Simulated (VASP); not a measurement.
# CdSe4 (Pm-3m) in VASP: settings compared, part 2 of 2

VASP 6.6.1. The steps go on from the part before.

## 3. Single point, PBE+D3(BJ)

This run uses another cell than the first one, of 26.46 Å³/atom.

File INCAR:

```
ALGO = Normal
EDIFF = 1E-6
ENCUT = 520
GGA = PE
ISIF = 2
ISMEAR = -5
IVDW = 12
LASPH = T
LCHARG = F
LREAL = F
LWAVE = F
NBANDS = 26
NELM = 100
PREC = Accurate
SIGMA = 0.1
```

File KPOINTS:

```
k-points
0
Gamma
  8 8 8
```

File POSCAR:

```
CdSe4
1.0
    5.0952234913      0.0000000000      0.0000000000
    0.0000000000      5.0952234913      0.0000000000
    0.0000000000      0.0000000000      5.0952234913
Cd Se
1 4
Direct
    0.5000000000      0.5000000000      0.5000000000
    0.0000000000      0.0000000000      0.0000000000
    0.5000000000      0.5000000000      0.0000000000
    0.5000000000      0.0000000000      0.5000000000
    0.0000000000      0.5000000000      0.5000000000
```

Potentials or basis: VASP PAW PBE potentials, release 64 (Cd, Se).

Run with:

```sh
> cat potpaw_PBE.64/Cd/POTCAR potpaw_PBE.64/Se/POTCAR > POTCAR
> mpirun -np 1 vasp_std > vasp.out
```

OUTCAR:

```text
EDIFF = 1E-6
   ENCUT = 520
   GGA = PE
   ISIF = 2
   ISMEAR = -5
   IVDW = 12
   LASPH = T
   LREAL = F
   NELM = 100
   PREC = Accurate
 IVDW          = 12

 ion  position               nearest neighbor table
   1  0.500  0.500  0.500-   3 2.55   4 2.55   5 2.55   3 2.55   4 2.55   5 2.55
   2  0.000  0.000  0.000-
   3  0.500  0.500  0.000-   1 2.55   1 2.55
   4  0.500  0.000  0.500-   1 2.55   1 2.55
   5  0.000  0.500  0.500-   1 2.55   1 2.55

  LATTYP: Found a simple cubic cell.
 ALAT       =     5.0952234913

  Lattice vectors:

 A1 = (   5.0952234913,   0.0000000000,   0.0000000000)
 A2 = (   0.0000000000,   5.0952234913,   0.0000000000)
 A3 = (   0.0000000000,   0.0000000000,   5.0952234913)

Analysis of symmetry for initial positions (statically):
=====================================================================
 Subroutine PRICEL returns:
 Original cell was already a primitive cell.

 Routine SETGRP: Setting up the symmetry group for a
 simple cubic supercell.

 Subroutine GETGRP returns: Found 48 space group operations
 (whereof 48 operations were pure point group operations)
 out of a pool of 48 trial point group operations.

The static configuration has the point symmetry O_h .

Analysis of symmetry for dynamics (positions and initial velocities):
=====================================================================
 Subroutine PRICEL returns:
 Original cell was already a primitive cell.

 Routine SETGRP: Setting up the symmetry group for a
 simple cubic supercell.

 Subroutine GETGRP returns: Found 48 space group operations
 (whereof 48 operations were pure point group operations)
 out of a pool of 48 trial point group operations.

The dynamic configuration has the point symmetry O_h .

 Subroutine INISYM returns: Found 48 space group operations
 (whereof 48 operations are pure point group operations),
 and found     1 'primitive' translations

----------------------------------------------------------------------------------------

                                     Primitive cell

  volume of cell :     132.2786

  direct lattice vectors                    reciprocal lattice vectors
     5.095223491  0.000000000  0.000000000     0.196262245  0.000000000  0.000000000
     0.000000000  5.095223491  0.000000000     0.000000000  0.196262245  0.000000000
     0.000000000  0.000000000  5.095223491     0.000000000  0.000000000  0.196262245

  length of vectors
     5.095223491  5.095223491  5.095223491     0.196262245  0.196262245  0.196262245

  position of ions in fractional coordinates (direct lattice)
     0.500000000  0.500000000  0.500000000
     0.000000000  0.000000000  0.000000000
     0.500000000  0.500000000  0.000000000
     0.500000000  0.000000000  0.500000000
     0.000000000  0.500000000  0.500000000

  ion indices of the primitive-cell ions
   primitive index   ion index
                 1           1
                 2           2
                 3           3
                 4           4
                 5           5

----------------------------------------------------------------------------------------

 KPOINTS: k-points

Automatic generation of k-mesh.
 Grid dimensions read from file:
[... 24 lines left out ...]
  0.000000  0.000000  0.000000      1.000000
  0.125000  0.000000  0.000000      6.000000
  0.250000  0.000000  0.000000      6.000000
  0.375000  0.000000  0.000000      6.000000
  0.500000  0.000000  0.000000      3.000000
  0.125000  0.125000  0.000000     12.000000
[... 16 lines left out ...]
  0.375000  0.375000  0.125000     24.000000
  0.500000  0.375000  0.125000     24.000000
 [... further k-points ...]
   k-points           NKPTS =     35   k-points in BZ     NKDIM =     35   number of bands    NBANDS=     26
   number of dos      NEDOS =    301   number of ions     NIONS =      5
   total plane-waves  NPLWV =  64000
   dimension x,y,z NGX =    40 NGY =   40 NGZ =   40
   dimension x,y,z NGXF=    80 NGYF=   80 NGZF=   80
   ions per type =               1   4
   NGX,Y,Z   is equivalent  to a cutoff of  13.05, 13.05, 13.05 a.u.
   NGXF,Y,Z  is equivalent  to a cutoff of  26.10, 26.10, 26.10 a.u.
 SYSTEM =  unknown system
   PREC   = accura    normal or accurate (medium, high low for compatibility)
   ISTART =      0    job   : 0-new  1-cont  2-samecut
   ICHARG =      2    charge: 1-file 2-atom 10-const
   ISPIN  =      1    spin polarized calculation?
   LNONCOLLINEAR =      F non collinear calculations
   LSORBIT =      F    spin-orbit coupling
   LASPH  =      T    aspherical Exc in radial PAW
   ENCUT  =  520.0 eV  38.22 Ry    6.18 a.u.   9.47  9.47  9.47*2*pi/ulx,y,z
   NELM   =    100;   NELMIN=  2; NELMDL= -5     # of ELM steps
   EDIFF  = 0.1E-05   stopping-criterion for ELM
   LREAL  =      F    real-space projection
   EDIFFG = 0.1E-04   stopping-criterion for IOM
   NSW    =      0    number of steps for IOM
   IBRION =     -1    ionic relax: 0-MD 1-quasi-New 2-CG
   NFREE  =      0    steps in history (QN), initial steepest desc. (CG)
   ISIF   =      2    stress and relaxation
   ISYM   =      2    0-nonsym 1-usesym 2-fastsym
   POTIM  = 0.5000    time-step for ionic-motion
   TEBEG  =    0.0;   TEEND  =   0.0 temperature during run
   PSTRESS=    0.0 pullay stress
   NELECT =      36.0000    total number of electrons
   NUPDOWN=      -1.0000    fix difference up-down
   EMIN   =  10.00;   EMAX   =-10.00  energy-range for DOS
   EFERMI =   0.00;   METHOD = LEGACY
   ISMEAR =    -5;   SIGMA  =   0.10  broadening in eV -4-tet -1-fermi 0-gaus
   EFERMI_NEDOS =   21; number of points for ismear=-14 and -15
   IALGO  =     38    algorithm
   IMIX   =      4    mixing-type and parameters
     AMIX     =   0.40;   BMIX     =  1.00
     AMIX_MAG =   1.60;   BMIX_MAG =  1.00
  volume/ion in A,a.u.               =      26.46       178.53
  Fermi-wavevector in a.u.,A,eV,Ry     =   1.060911  2.004832 15.313805  1.125533
  Thomas-Fermi vector in A             =   2.196309
   LORBIT       =      0    0 simple, 1 ext, 2 COOP (PROOUT), +10 PAW based schemes
   GGA     = PE    functional components
   LHFCALC =     F    Hartree Fock is set to
   AEXX    =    0.0000 exact exchange contribution
   IVDW    =    12    specifies the selected vdW correction
   LEPSILON=     F    determine dielectric tensor
   LRPA    =     F    only Hartree local field effects (RPA)
 non-spin polarized calculation
 Fermi weights with tetrahedron method with Bloechl corrections
  energy-cutoff  :      520.00
  volume of cell :      132.28
 maximum number of plane-waves:      3590
 NGX is ok and might be reduce to    40
   NGX = 19   NGY = 19   NGZ = 19

 number of electron      35.9999989 magnetization

 Free energy of the ion-electron system (eV)
  ---------------------------------------------------
  ext. energy  EPLUGINS =         0.00000000
  ---------------------------------------------------
  free energy    TOTEN  =       -10.67913421 eV

  energy without entropy =      -10.67913421  energy(sigma->0) =      -10.67913421

 E-fermi :   1.8223     XC(G=0):  -9.3153

 val. band max:        1.8698497058   @ k =   0.5000   0.2500   0.2500
 cond. band min:       1.7489605049   @ k =   0.5000   0.5000   0.2500
 fundamental gap:     -0.1208892009
 Fermi energy:         1.8222921572

 k-point     1 :       0.0000    0.0000    0.0000
  band No.  band energies     occupation
      1     -11.7644      2.00000
      2     -10.5235      2.00000
      3     -10.5235      2.00000
      4      -9.7525      2.00000
      5      -6.6906      2.00000
      6      -6.6906      2.00000
[... 685 lines left out ...]
     25       9.9692      0.00000
     26      10.3930      0.00000

 [... further k-points ...]

------------------------ aborting loop because EDIFF is reached ----------------------------------------

 Edisp (eV)   -1.67418

 E8    (eV) :    -0.7022

  FORCE on cell =-STRESS in cart. coord.  units (eV):
  Direction    XX          YY          ZZ          XY          YZ          ZX
  --------------------------------------------------------------------------------------
  -------------------------------------------------------------------------------------
  Total       0.30292     0.30292     0.30292    -0.00000    -0.00000     0.00000
  in kB       3.66898     3.66898     3.66898    -0.00000    -0.00000     0.00000
  external pressure =        3.67 kB  Pullay stress =        0.00 kB

 VOLUME and BASIS-vectors are now :
 -----------------------------------------------------------------------------
  energy-cutoff  :      520.00
  volume of cell :      132.28
      direct lattice vectors                 reciprocal lattice vectors
     5.095223491  0.000000000  0.000000000     0.196262245  0.000000000  0.000000000
     0.000000000  5.095223491  0.000000000     0.000000000  0.196262245  0.000000000
     0.000000000  0.000000000  5.095223491     0.000000000  0.000000000  0.196262245

 POSITION                                       TOTAL-FORCE (eV/Angst)
 -----------------------------------------------------------------------------------
      2.54761      2.54761      2.54761         0.000000      0.000000      0.000000
      0.00000      0.00000      0.00000         0.000000      0.000000      0.000000
      2.54761      2.54761      0.00000         0.000000      0.000000      0.000000
      2.54761      0.00000      2.54761         0.000000      0.000000      0.000000
      0.00000      2.54761      2.54761         0.000000      0.000000      0.000000
 -----------------------------------------------------------------------------------
    total drift:                               -0.000000      0.000000     -0.000000

  FREE ENERGIE OF THE ION-ELECTRON SYSTEM (eV)
  ---------------------------------------------------
  free  energy   TOTEN  =       -12.3533093905 eV

  energy  without entropy=      -12.3533093905  energy(sigma->0) =      -12.35330939
```

OSZICAR:

```text
N       E                     dE             d eps       ncg     rms          rms(c)
DAV:   1     0.206623606368E+03    0.20662E+03   -0.15790E+04  1820   0.120E+03
DAV:   2     0.112499514096E+01   -0.20550E+03   -0.20055E+03  2248   0.254E+02
DAV:   3    -0.110278540676E+02   -0.12153E+02   -0.12034E+02  2110   0.608E+01
DAV:   4    -0.111351953448E+02   -0.10734E+00   -0.10731E+00  2350   0.601E+00
DAV:   5    -0.111359592694E+02   -0.76392E-03   -0.76616E-03  2234   0.491E-01    0.965E+00
DAV:   6    -0.107433229253E+02    0.39264E+00   -0.15647E+00  2100   0.125E+01    0.847E+00
DAV:   7    -0.107158403555E+02    0.27483E-01   -0.51349E-01  2294   0.317E+00    0.615E+00
DAV:   8    -0.106929196585E+02    0.22921E-01   -0.22073E-01  2152   0.190E+00    0.146E+00
DAV:   9    -0.106787269066E+02    0.14193E-01   -0.51161E-02  2248   0.830E-01    0.183E-01
DAV:  10    -0.106790519057E+02   -0.32500E-03   -0.29661E-03  2104   0.308E-01    0.891E-02
DAV:  11    -0.106791317437E+02   -0.79838E-04   -0.81487E-05  2310   0.573E-02    0.221E-02
DAV:  12    -0.106791384287E+02   -0.66850E-05   -0.20512E-05  2148   0.253E-02    0.609E-03
DAV:  13    -0.106791335274E+02    0.49013E-05   -0.24588E-06  1742   0.103E-02    0.293E-03
DAV:  14    -0.106791342109E+02   -0.68353E-06   -0.16999E-07  1130   0.275E-03
   1 F= -.12353309E+02 E0= -.12353309E+02  d E =0.000000E+00
```

It took 91 s on 1 thread of Intel Xeon Platinum 8124M at 3.00GHz (Skylake/Cascade Lake), shared host; peak memory 0.3 GiB.

Results:

```yaml
Free_energy: -12.3533 eV
Pressure: 0.4 GPa
Band_gap_on_the_k_mesh: zero (bands 18 and 19 overlap by 1.18 eV)
Dispersion_energy_per_atom: -0.335 eV
```

Caveat: tetrahedron occupations give inexact forces and stress in metals.

The gap in the log of VASP goes by the Fermi energy; the results here count the filled bands.